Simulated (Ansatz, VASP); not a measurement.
# Two plane-wave programs on AlNi4

```
CELL_PARAMETERS angstrom
2.58752 0.00000 0.00000
-1.29376 2.24086 0.00000
0.00000 0.00000 19.85990
ATOMIC_POSITIONS crystal
Al 0.66667 0.33333 0.80011
Al 0.66667 0.33333 0.19989
Ni 0.33333 0.66667 0.70173
Ni 0.33333 0.66667 0.89840
Ni 0.33333 0.66667 0.10160
Ni 0.33333 0.66667 0.29827
Ni 0.33333 0.66667 0.50000
Ni 0.66667 0.33333 0.00000
Ni 0.66667 0.33333 0.39995
Ni 0.66667 0.33333 0.60005
```

Alike in both runs: functional PBE; k mesh 6 × 6 × 1; occupations gaussian, width 0.1 eV; collinear spin.

Ansatz relaxed the structure, and its values are those at the end. VASP's run is a single point on that final structure, the one shown.

|  | VASP | Ansatz |
| --- | --- | --- |
| version | VASP 6.6.1 | Ansatz 0.2.0 |
| potentials or method | VASP PAW PBE potentials, release 64 (Al, Ni), cutoff 520 eV | scalar-relativistic, plane waves, PAW |
| valence electrons in the cell | 86 | 150 |

```csv
,VASP,Ansatz,Ansatz less VASP
gap on the k mesh at the Fermi level (eV),none,none,-
pressure (GPa),0.1,0.0,-0.15
rms of the force components (eV/Å),0.003,0.002,-0.0016
net moment per atom (μB),0.34,0.35,+0.005
size of the moment on the site where the two differ most (μB),0.70,0.74,+0.036
```

Site moments also hang on the region over which each program counts them. A gap of «none» marks a metal or a gap that the smearing closes. With one functional, cell and mesh, what is left measures potentials, basis and numerics. VASP's potentials hold 86 valence electrons a cell and Ansatz's 150, so a difference there can come from the potentials and not from the codes.

The k mesh is coarse, so the values compare programs but aren't converged.
